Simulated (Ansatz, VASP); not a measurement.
**Two plane-wave programs on Fe**

```
Fe
1.0
     0.00000    1.71151    1.71151
     1.71151    0.00000    1.71151
     1.71151    1.71151    0.00000
Fe
1
Direct
  0.00000 0.00000 0.00000
```

Alike in both runs: functional PBE; dispersion D3(BJ); k mesh 9 × 9 × 9; occupations methfessel-paxton of order 1, width 0.01 eV; no spin polarisation.

Ansatz relaxed the structure, and its values are those at the end. VASP's run is a single point on that final structure, the one shown.

```csv
,VASP,Ansatz
version,VASP 6.6.1,Ansatz 0.2.0
potentials or method,"VASP PAW PBE potentials, release 64 (Fe), cutoff 600 eV",PAW plane waves
valence electrons in the cell,8,16
```

Ansatz gave:

```
gap on the k mesh at the Fermi level (eV) : none
pressure (GPa)                            : 0.0
```

Task: What did VASP give for the same quantities?

Result: gap on the k mesh at the Fermi level (eV): none; pressure (GPa): -0.8.

A gap of «none» marks a metal or a gap that the smearing closes. VASP's potentials hold 8 valence electrons a cell and Ansatz's 16, so a difference there can come from the potentials and not from the codes.
